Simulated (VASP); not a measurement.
Input of a VASP 6.6.1 run:

File INCAR:

```
PREC = Accurate
ENCUT = 600
EDIFF = 1E-6
ISMEAR = 0
SIGMA = 0.2
LREAL = False
LASPH = True
NELM = 200
ALGO = Normal
ISIF = 2
LWAVE = False
LCHARG = True
GGA = PE
LELF = True
LVHAR = True
NBANDS = 24
GGA_COMPAT = False
LMAXMIX = 6
```

Contents of KPOINTS:

```
Automatic mesh
0
Gamma
  5 5 5
```

Contents of POSCAR:

```
Dy3C
1.0
   -2.8606125665      2.8606125665      2.8606125665
    2.8606125665     -2.8606125665      2.8606125665
    2.8606125665      2.8606125665     -2.8606125665
Dy C
3 1
Direct
    0.0000000000      0.5000000000      0.5000000000
    0.5000000000      0.0000000000      0.5000000000
    0.5000000000      0.5000000000      0.0000000000
    0.0000000000      0.0000000000      0.0000000000
```

Potentials or basis: VASP PAW PBE potentials, release 64 (Dy_3, C), 4f in core.

The run is started by

```console
$ cat potpaw_PBE.64/Dy_3/POTCAR potpaw_PBE.64/C/POTCAR > POTCAR
$ mpirun -np 1 vasp_std > vasp.out
```

(1) Estimate the band gap on the k mesh.

(2) Estimate the pressure.

## Answers

(1) zero (an odd number of electrons rules out a gap without spin polarisation).

(2) 0.5 GPa.

Caveat: spin-orbit coupling is left out, which moves the levels of the heavy elements; the 4f electrons are frozen in the core, so they carry no moment and show no levels.
